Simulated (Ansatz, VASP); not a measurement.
## Na: VASP beside Ansatz

```
Na
1.0
     3.76700    0.00000    0.00000
    -1.88350    3.26232    0.00000
     0.00000    0.00000    6.15400
Na
2
Cartesian
  1.8835 1.0874 4.6155
  0.0000 2.1749 1.5385
```

Alike in both runs: functional r2SCAN0; k mesh 5 × 5 × 3; occupations fermi-dirac, width 0.05 eV; no spin polarisation.

|  | VASP | Ansatz |
| --- | --- | --- |
| version | VASP 6.6.1 | Ansatz 0.2.0 |
| potentials or method | VASP PAW PBE potentials, release 64 (Na_pv) | Ansatz PAW |
| plane-wave cutoff (eV) | 520 | 500 |
| valence electrons in the cell | 14 | 18 |
| task | single point | projected density of states |

|  | VASP | Ansatz | Ansatz less VASP |
| --- | --- | --- | --- |
| gap on the k mesh at the Fermi level (eV) | none | none | - |
| pressure (GPa) | 0.0 | 0.0 | -0.01 |
| traceless stress, the component that is largest in VASP (GPa) | 0.07 | 0.08 | +0.008 |

VASP's potentials were made for PBE, not for r2SCAN0. A gap of «none» marks a metal or a gap that the smearing closes. The functional is the same, so the differences come from potentials, cutoffs and numerics. VASP's potentials hold 14 valence electrons a cell and Ansatz's 18, so a difference there can come from the potentials and not from the codes.

The k mesh is coarse, so the values compare programs but aren't converged.
